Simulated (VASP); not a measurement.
# Ru (Im-3m) in VASP: notebook, part 2 of 2

VASP 6.6.1.

## 3. Single point, revPBE (volume scaled by 0.88)

INCAR reads:

```
SYSTEM = Ru
PREC     = Accurate       ! precision mode
ENCUT    = 520            ! plane-wave cutoff, eV
EDIFF    = 1E-6           ! SCF threshold, eV
ISMEAR   = -1             ! smearing method
SIGMA    = 0.1            ! smearing width, eV
LREAL    = .FALSE.        ! projectors in reciprocal space
LASPH    = .TRUE.         ! aspherical terms in the spheres
NELM     = 80             ! most SCF steps
ALGO     = Normal         ! electronic algorithm
ISIF     = 2              ! what is computed and relaxed
LWAVE    = .FALSE.        ! write WAVECAR
LCHARG   = .TRUE.         ! write CHGCAR
GGA      = RE             ! functional
LELF     = .TRUE.         ! ELF
LVHAR    = .TRUE.       
NBANDS   = 13             ! bands
```

KPOINTS reads:

```
Automatic mesh
0
G
  16 16 16
  0 0 0
```

POSCAR reads:

```
Ru
1.0
   -1.4691477199      1.4691477199      1.4691477199
    1.4691477199     -1.4691477199      1.4691477199
    1.4691477199      1.4691477199     -1.4691477199
Ru
1
Direct
    0.0000000000      0.0000000000      0.0000000000
```

Potentials or basis: VASP PAW PBE potentials, release 64 (Ru_pv).

Run with:

```
$ cat potpaw_PBE.64/Ru_pv/POTCAR > POTCAR
$ mpirun -np 1 vasp_std > vasp.out
```

OUTCAR:

```text
SYSTEM = Ru
   PREC = Accurate
   ENCUT = 520
   EDIFF = 1E-6
   ISMEAR = -1
   LREAL = .FALSE.
   LASPH = .TRUE.
   NELM = 80
   ISIF = 2
   GGA = RE

 ion  position               nearest neighbor table
   1  0.000  0.000  0.000-

  LATTYP: Found a body centered cubic cell.
 ALAT       =     2.9382954398

  Lattice vectors:

 A1 = (  -1.4691477199,   1.4691477199,   1.4691477199)
 A2 = (   1.4691477199,  -1.4691477199,   1.4691477199)
 A3 = (   1.4691477199,   1.4691477199,  -1.4691477199)

Analysis of symmetry for initial positions (statically):
=====================================================================
 Subroutine PRICEL returns:
 Original cell was already a primitive cell.

 Routine SETGRP: Setting up the symmetry group for a
 body centered cubic supercell.

 Subroutine GETGRP returns: Found 48 space group operations
 (whereof 48 operations were pure point group operations)
 out of a pool of 48 trial point group operations.

The static configuration has the point symmetry O_h .

Analysis of symmetry for dynamics (positions and initial velocities):
=====================================================================
 Subroutine PRICEL returns:
 Original cell was already a primitive cell.

 Routine SETGRP: Setting up the symmetry group for a
 body centered cubic supercell.

 Subroutine GETGRP returns: Found 48 space group operations
 (whereof 48 operations were pure point group operations)
 out of a pool of 48 trial point group operations.

The dynamic configuration has the point symmetry O_h .

 Subroutine INISYM returns: Found 48 space group operations
 (whereof 48 operations are pure point group operations),
 and found     1 'primitive' translations

----------------------------------------------------------------------------------------

                                     Primitive cell

  volume of cell :      12.6840

  direct lattice vectors                    reciprocal lattice vectors
    -1.469147720  1.469147720  1.469147720     0.000000000  0.340333374  0.340333374
     1.469147720 -1.469147720  1.469147720     0.340333374  0.000000000  0.340333374
     1.469147720  1.469147720 -1.469147720     0.340333374  0.340333374  0.000000000

  length of vectors
     2.544638495  2.544638495  2.544638495     0.481304073  0.481304073  0.481304073

  position of ions in fractional coordinates (direct lattice)
     0.000000000  0.000000000  0.000000000

  ion indices of the primitive-cell ions
   primitive index   ion index
                 1           1

----------------------------------------------------------------------------------------

 KPOINTS: Automatic mesh

Automatic generation of k-mesh.
 Grid dimensions read from file:
 generate k-points for:   16   16   16

 Generating k-lattice:

  Cartesian coordinates                     Fractional coordinates (reciprocal lattice)
     0.000000000  0.021270836  0.021270836     0.062500000  0.000000000  0.000000000
     0.021270836  0.000000000  0.021270836     0.000000000  0.062500000  0.000000000
     0.021270836  0.021270836  0.000000000     0.000000000  0.000000000  0.062500000

  Length of vectors
     0.030081505  0.030081505  0.030081505

  Shift w.r.t. Gamma in fractional coordinates (k-lattice)
     0.000000000  0.000000000  0.000000000

 Subroutine IBZKPT returns following result:
 ===========================================

 Found    145 irreducible k-points:

 Following reciprocal coordinates:
            Coordinates               Weight
  0.000000  0.000000  0.000000      1.000000
  0.062500  0.000000  0.000000     12.000000
  0.125000  0.000000  0.000000     12.000000
  0.187500  0.000000  0.000000     12.000000
  0.250000  0.000000  0.000000     12.000000
  0.312500  0.000000  0.000000     12.000000
[... 16 lines left out ...]
  0.187500  0.187500  0.000000     24.000000
  0.250000  0.187500  0.000000     48.000000
 [... further k-points ...]
   k-points           NKPTS =    145   k-points in BZ     NKDIM =    145   number of bands    NBANDS=     13
   number of dos      NEDOS =    301   number of ions     NIONS =      1
   total plane-waves  NPLWV =   8000
   dimension x,y,z NGX =    20 NGY =   20 NGZ =   20
   dimension x,y,z NGXF=    40 NGYF=   40 NGZF=   40
   ions per type =               1
   NGX,Y,Z   is equivalent  to a cutoff of  13.07, 13.07, 13.07 a.u.
   NGXF,Y,Z  is equivalent  to a cutoff of  26.13, 26.13, 26.13 a.u.
 SYSTEM =  Ru
   PREC   = accura    normal or accurate (medium, high low for compatibility)
   ISTART =      0    job   : 0-new  1-cont  2-samecut
   ICHARG =      2    charge: 1-file 2-atom 10-const
   ISPIN  =      1    spin polarized calculation?
   LNONCOLLINEAR =      F non collinear calculations
   LSORBIT =      F    spin-orbit coupling
   LASPH  =      T    aspherical Exc in radial PAW
   ENCUT  =  520.0 eV  38.22 Ry    6.18 a.u.   4.73  4.73  4.73*2*pi/ulx,y,z
   NELM   =     80;   NELMIN=  2; NELMDL= -5     # of ELM steps
   EDIFF  = 0.1E-05   stopping-criterion for ELM
   LREAL  =      F    real-space projection
   EDIFFG = 0.1E-04   stopping-criterion for IOM
   NSW    =      0    number of steps for IOM
   IBRION =     -1    ionic relax: 0-MD 1-quasi-New 2-CG
   NFREE  =      0    steps in history (QN), initial steepest desc. (CG)
   ISIF   =      2    stress and relaxation
   ISYM   =      2    0-nonsym 1-usesym 2-fastsym
   POTIM  = 0.5000    time-step for ionic-motion
   TEBEG  =    0.0;   TEEND  =   0.0 temperature during run
   PSTRESS=    0.0 pullay stress
   NELECT =      14.0000    total number of electrons
   NUPDOWN=      -1.0000    fix difference up-down
   EMIN   =  10.00;   EMAX   =-10.00  energy-range for DOS
   EFERMI =   0.00;   METHOD = LEGACY
   ISMEAR =    -1;   SIGMA  =   0.10  broadening in eV -4-tet -1-fermi 0-gaus
   EFERMI_NEDOS =   21; number of points for ismear=-14 and -15
   IALGO  =     38    algorithm
   IMIX   =      4    mixing-type and parameters
     AMIX     =   0.40;   BMIX     =  1.00
     AMIX_MAG =   1.60;   BMIX_MAG =  1.00
  volume/ion in A,a.u.               =      12.68        85.60
  Fermi-wavevector in a.u.,A,eV,Ry     =   1.691864  3.197159 38.945356  2.862403
  Thomas-Fermi vector in A             =   2.773554
   LORBIT       =      0    0 simple, 1 ext, 2 COOP (PROOUT), +10 PAW based schemes
   GGA     = RE    functional components
   LHFCALC =     F    Hartree Fock is set to
   AEXX    =    0.0000 exact exchange contribution
   IVDW    =     0    specifies the selected vdW correction
   LEPSILON=     F    determine dielectric tensor
   LRPA    =     F    only Hartree local field effects (RPA)
 non-spin polarized calculation
  energy-cutoff  :      520.00
  volume of cell :       12.68
 maximum number of plane-waves:       370
   NGX =  9   NGY =  9   NGZ =  9

 number of electron      14.0000005 magnetization

 Free energy of the ion-electron system (eV)
  ---------------------------------------------------
  ext. energy  EPLUGINS =         0.00000000
  ---------------------------------------------------
  free energy    TOTEN  =        -7.92000856 eV

  energy without entropy =       -7.86365606  energy(sigma->0) =       -7.89183231

 E-fermi :  14.3608     XC(G=0): -14.4841

 val. band max:       14.3577976231   @ k =   0.2500   0.2500   0.0625
 cond. band min:      14.3663892766   @ k =   0.3125   0.1875   0.0625
 fundamental gap:      0.0085916534
 Fermi energy:        14.3607577201

 k-point     1 :       0.0000    0.0000    0.0000
  band No.  band energies     occupation
      1     -28.2508      2.00000
      2     -28.2508      2.00000
      3     -28.2508      2.00000
      4       5.8043      2.00000
      5      11.1312      2.00000
      6      11.1312      2.00000
      7      11.1312      2.00000
      8      14.2247      1.59161
      9      14.2247      1.59161
     10      24.8257      0.00000
     11      31.5512      0.00000
     12      31.5512      0.00000
     13      31.5512      0.00000
[... 353 lines left out ...]
 k-point    24 :       0.2500    0.1875    0.0000
  band No.  band energies     occupation
      1     -29.3088      2.00000
      2     -28.6891      2.00000
      3     -28.3667      2.00000
      4       8.6235      2.00000
      5       9.7170      2.00000
      6      11.1712      2.00000
      7      13.6727      1.99795
      8      14.9535      0.00532
      9      17.6849      0.00000
     10      24.8253      0.00000
     11      28.7142      0.00000
     12      30.0040      0.00000
     13      34.0377      0.00000

 [... further k-points ...]

------------------------ aborting loop because EDIFF is reached ----------------------------------------

  FORCE on cell =-STRESS in cart. coord.  units (eV):
  Direction    XX          YY          ZZ          XY          YZ          ZX
  --------------------------------------------------------------------------------------
  -------------------------------------------------------------------------------------
  Total        3.6886637      3.6886637      3.6886637     -0.0000000     -0.0000000      0.0000000
  in kB      465.9327671    465.9327671    465.9327671     -0.0000000     -0.0000000      0.0000000
  external PRESSURE =     465.9327671 kB  Pullay stress =       0.0000000 kB

 VOLUME and BASIS-vectors are now :
 -----------------------------------------------------------------------------
  energy-cutoff  :      520.00
  volume of cell :       12.68
      direct lattice vectors                 reciprocal lattice vectors
    -1.469147720  1.469147720  1.469147720     0.000000000  0.340333374  0.340333374
     1.469147720 -1.469147720  1.469147720     0.340333374  0.000000000  0.340333374
     1.469147720  1.469147720 -1.469147720     0.340333374  0.340333374  0.000000000

 POSITION                                       TOTAL-FORCE (eV/Angst)
 -----------------------------------------------------------------------------------
      0.00000      0.00000      0.00000        -0.000000     -0.000000      0.000000
 -----------------------------------------------------------------------------------
    total drift:                               -0.000000     -0.000000      0.000000

  FREE ENERGIE OF THE ION-ELECTRON SYSTEM (eV)
  ---------------------------------------------------
  free  energy   TOTEN  =        -7.9200085591 eV

  energy  without entropy=       -7.8636560551  energy(sigma->0) =       -7.89183231
```

It took 11 s on 1 thread of AMD EPYC 9R45 (Zen 5), shared host; peak memory 0.11 GiB.

Results:

| Property | Result |
| --- | --- |
| Free energy | -7.9200 eV |
| Pressure | 46.6 GPa |
| Band gap on the k mesh | zero (band 7 reaches 16.46 eV, above the bottom of band 8 at 12.40 eV) |

Levels at points of the mesh, in eV from the Fermi level:
| k point | band 3 | band 4 | band 5 | band 6 | band 7 | band 8 | band 9 | band 10 | band 11 | band 12 |
| --- | --- | --- | --- | --- | --- | --- | --- | --- | --- | --- |
| (0.00, 0.00, 0.00) | -42.61 | -8.56 | -3.23 | -3.23 | -3.23 | -0.14 | -0.14 | 10.46 | 17.19 | 17.19 |
| (0.50, 0.00, 0.00) | -42.62 | -6.99 | -5.25 | -0.12 | 0.43 | 1.30 | 2.83 | 10.46 | 11.54 | 13.72 |
| (0.50, 0.50, 0.50) | -43.55 | -7.22 | -7.22 | 2.10 | 2.10 | 2.10 | 9.94 | 9.94 | 9.94 | 10.46 |

Caveat: the PAW data sets were made with another functional, which shifts forces and pressure a little.

## 4. Single point, revPBE (volume scaled by 0.92)

INCAR reads:

```
ALGO     = Normal         # electronic algorithm
EDIFF    = 1E-7           # SCF threshold, eV
ENCUT    = 520            # plane-wave cutoff, eV
GGA      = RE             # functional
ISIF     = 2              # what is computed and relaxed
ISMEAR   = -1             # smearing method
LASPH    = True           # aspherical terms in the spheres
LCHARG   = False          # write CHGCAR
LREAL    = False          # projectors in reciprocal space
LWAVE    = False          # write WAVECAR
NBANDS   = 13             # bands
NELM     = 60             # most SCF steps
PREC     = Accurate       # precision mode
SIGMA    = 0.1            # smearing width, eV
```

KPOINTS reads:

```
k-points
0
Gamma
  16 16 16
```

POSCAR reads:

```
Ru
1.0
   -1.4910785311      1.4910785311      1.4910785311
    1.4910785311     -1.4910785311      1.4910785311
    1.4910785311      1.4910785311     -1.4910785311
Ru
1
Direct
    0.0000000000      0.0000000000      0.0000000000
```

Run with:

```
$ cat potpaw_PBE.64/Ru_pv/POTCAR > POTCAR
$ mpirun -np 1 vasp_std > vasp.out
```

It took 12 s on 1 thread of AMD EPYC 9R45 (Zen 5), shared host; peak memory 0.11 GiB.

It converged, with:

* Free energy: -8.0517 eV
* Pressure: 27.2 GPa
* Band gap on the k mesh: zero (band 7 reaches 15.46 eV, above the bottom of band 8 at 11.67 eV)

Levels at points of the mesh, in eV from the Fermi level:
| k point | band 5 | band 6 | band 7 | band 8 | band 9 | band 10 |
| --- | --- | --- | --- | --- | --- | --- |
| (0.00, 0.00, 0.00) | -3.03 | -3.03 | -3.03 | -0.12 | -0.12 | 10.53 |
| (0.50, 0.00, 0.00) | -4.92 | -0.12 | 0.40 | 1.24 | 2.63 | 10.52 |
| (0.50, 0.50, 0.50) | -6.76 | 1.96 | 1.96 | 1.96 | 9.65 | 9.65 |

Caveat: the PAW data sets were made with another functional, which shifts forces and pressure a little.

## 5. Single point, revPBE (volume scaled by 0.96)

INCAR reads:

```
SYSTEM = Ru
ALGO = Normal
EDIFF = 1E-6
ENCUT = 520
GGA = RE
ISIF = 2
ISMEAR = -1
LASPH = .TRUE.
LCHARG = .FALSE.
LREAL = .FALSE.
LWAVE = .FALSE.
NBANDS = 13
NELM = 100
PREC = Accurate
SIGMA = 0.1
```

KPOINTS reads:

```
k-points
0
G
  16 16 16
  0 0 0
```

POSCAR reads:

```
Ru
1.0
   -1.5123825312      1.5123825312      1.5123825312
    1.5123825312     -1.5123825312      1.5123825312
    1.5123825312      1.5123825312     -1.5123825312
Ru
1
Direct
    0.0000000000      0.0000000000      0.0000000000
```

Potentials or basis: VASP PAW PBE potentials, release 64 (Ru_pv).

Run with:

```
$ cat potpaw_PBE.64/Ru_pv/POTCAR > POTCAR
$ mpirun -np 1 vasp_std > vasp.out
```

OUTCAR:

```text
SYSTEM = Ru
   EDIFF = 1E-6
   ENCUT = 520
   GGA = RE
   ISIF = 2
   ISMEAR = -1
   LASPH = .TRUE.
   LREAL = .FALSE.
   NELM = 100
   PREC = Accurate

 ion  position               nearest neighbor table
   1  0.000  0.000  0.000-

  LATTYP: Found a body centered cubic cell.
 ALAT       =     3.0247650624

  Lattice vectors:

 A1 = (  -1.5123825312,   1.5123825312,   1.5123825312)
 A2 = (   1.5123825312,  -1.5123825312,   1.5123825312)
 A3 = (   1.5123825312,   1.5123825312,  -1.5123825312)

Analysis of symmetry for initial positions (statically):
[... 552 lines left out ...]
      6       9.8180      2.00000
      7      12.1319      1.99437
      8      13.2227      0.01289
      9      15.6594      0.00000
     10      23.3075      0.00000
     11      26.1983      0.00000
     12      27.5244      0.00000
     13      31.3549      0.00000

 [... further k-points ...]
[... 5 lines left out ...]
  --------------------------------------------------------------------------------------
  -------------------------------------------------------------------------------------
  Total        1.0466601      1.0466601      1.0466601      0.0000000      0.0000000     -0.0000000
  in kB      121.1912603    121.1912603    121.1912603      0.0000000      0.0000000     -0.0000000
  external PRESSURE =     121.1912603 kB  Pullay stress =       0.0000000 kB

 VOLUME and BASIS-vectors are now :
 -----------------------------------------------------------------------------
  energy-cutoff  :      520.00
  volume of cell :       13.84
      direct lattice vectors                 reciprocal lattice vectors
    -1.512382531  1.512382531  1.512382531     0.000000000  0.330604189  0.330604189
     1.512382531 -1.512382531  1.512382531     0.330604189  0.000000000  0.330604189
     1.512382531  1.512382531 -1.512382531     0.330604189  0.330604189  0.000000000

 POSITION                                       TOTAL-FORCE (eV/Angst)
 -----------------------------------------------------------------------------------
      0.00000      0.00000      0.00000         0.000000      0.000000      0.000000
 -----------------------------------------------------------------------------------
    total drift:                               -0.000000     -0.000000     -0.000000

  FREE ENERGIE OF THE ION-ELECTRON SYSTEM (eV)
  ---------------------------------------------------
  free  energy   TOTEN  =        -8.1216203490 eV

  energy  without entropy=       -8.0569465934  energy(sigma->0) =       -8.08928347
```

OSZICAR:

```text
N       E                     dE             d eps       ncg     rms          rms(c)
DAV:   1     0.107742763993E+03    0.10774E+03   -0.84606E+03  3791   0.115E+03
DAV:   2    -0.742583867143E+01   -0.11517E+03   -0.11075E+03  4075   0.325E+02
DAV:   3    -0.867203201062E+01   -0.12462E+01   -0.12408E+01  4225   0.373E+01
DAV:   4    -0.867574699857E+01   -0.37150E-02   -0.37149E-02  4115   0.218E+00
DAV:   5    -0.867577170078E+01   -0.24702E-04   -0.24702E-04  4280   0.162E-01    0.125E+01
DAV:   6    -0.816090353496E+01    0.51487E+00   -0.87843E-01  3885   0.120E+01    0.410E+00
DAV:   7    -0.812466964268E+01    0.36234E-01   -0.72273E-02  4205   0.321E+00    0.126E+00
DAV:   8    -0.812185882595E+01    0.28108E-02   -0.54143E-03  3835   0.975E-01    0.205E-01
DAV:   9    -0.812162132214E+01    0.23750E-03   -0.16123E-04  4010   0.174E-01    0.271E-02
DAV:  10    -0.812162034897E+01    0.97317E-06   -0.52480E-06  4200   0.296E-02
   1 F= -.81216203E+01 E0= -.80892835E+01  d E =-.646738E-01
```

It took 11 s on 1 thread of AMD EPYC 9R45 (Zen 5), shared host; peak memory 0.11 GiB.

Results:

| Item | Value |
| --- | --- |
| Free energy | -8.1216 eV |
| Pressure | 12.1 GPa |
| Band gap on the k mesh | zero (band 7 reaches 14.55 eV, above the bottom of band 8 at 11.00 eV) |

Caveat: the PAW data sets were made with another functional, which shifts forces and pressure a little.

## 6. Single point, revPBE

INCAR reads:

```
PREC     = Accurate       # precision mode
ENCUT    = 520            # plane-wave cutoff, eV
EDIFF    = 1E-7           # SCF threshold, eV
ISMEAR   = -1             # smearing method
SIGMA    = 0.1            # smearing width, eV
LREAL    = F              # projectors in reciprocal space
LASPH    = T              # aspherical terms in the spheres
NELM     = 60             # most SCF steps
ALGO     = Normal         # electronic algorithm
ISIF     = 2              # what is computed and relaxed
LWAVE    = F              # write WAVECAR
LCHARG   = F              # write CHGCAR
GGA      = RE             # functional
NBANDS   = 13             # bands
```

KPOINTS reads:

```
Automatic mesh
0
Gamma
  16 16 16
```

POSCAR reads:

```
Ru
1.0
   -1.5331026749      1.5331026749      1.5331026749
    1.5331026749     -1.5331026749      1.5331026749
    1.5331026749      1.5331026749     -1.5331026749
Ru
1
Direct
    0.0000000000      0.0000000000      0.0000000000
```

Potentials or basis: VASP PAW PBE potentials, release 64 (Ru_pv).

Run with:

```
$ cat potpaw_PBE.64/Ru_pv/POTCAR > POTCAR
$ mpirun -np 1 vasp_std > vasp.out
```

Wall time 13 s (1 thread of AMD EPYC 9R45 (Zen 5), shared host); peak memory 0.11 GiB.

It converged, with:

| Property | Result |
| --- | --- |
| Free energy | -8.1427 eV |
| Pressure | 0.0 GPa |
| Band gap on the k mesh | zero (band 7 reaches 13.70 eV, above the bottom of band 8 at 10.40 eV) |

Levels at points of the mesh, in eV from the Fermi level:
```csv
k point,band 4,band 5,band 6,band 7,band 8,band 9,band 10,band 11
"(0.00, 0.00, 0.00)",-7.77,-2.68,-2.68,-2.68,-0.09,-0.09,10.66,17.11
"(0.50, 0.00, 0.00)",-5.91,-4.35,-0.11,0.34,1.17,2.29,9.85,10.66
"(0.50, 0.50, 0.50)",-5.97,-5.97,1.71,1.71,1.71,9.17,9.17,9.17
```

Caveat: the PAW data sets were made with another functional, which shifts forces and pressure a little.

## 7. Overview

```tsv
cell	k mesh	gap on the mesh (eV)	pressure (GPa)
a = 2.655 Å, angles 109.5°, 1 atom	15 × 15 × 15	none	-0.1
a = 2.545 Å, angles 109.5°, 1 atom	16 × 16 × 16	none	46.6
a = 2.583 Å, angles 109.5°, 1 atom	16 × 16 × 16	none	27.2
a = 2.620 Å, angles 109.5°, 1 atom	16 × 16 × 16	none	12.1
a = 2.655 Å, angles 109.5°, 1 atom	16 × 16 × 16	none	0.0
```

Alike in all rows: task single point; level revPBE; potentials or basis VASP PAW PBE potentials, release 64 (Ru_pv); no spin polarisation; cutoff (eV) 520; smearing fermi-dirac 0.1 eV.

Caveats: the PAW data sets were made with another functional, which shifts forces and pressure a little.

Absolute energies hang on the potentials; compare differences alone.
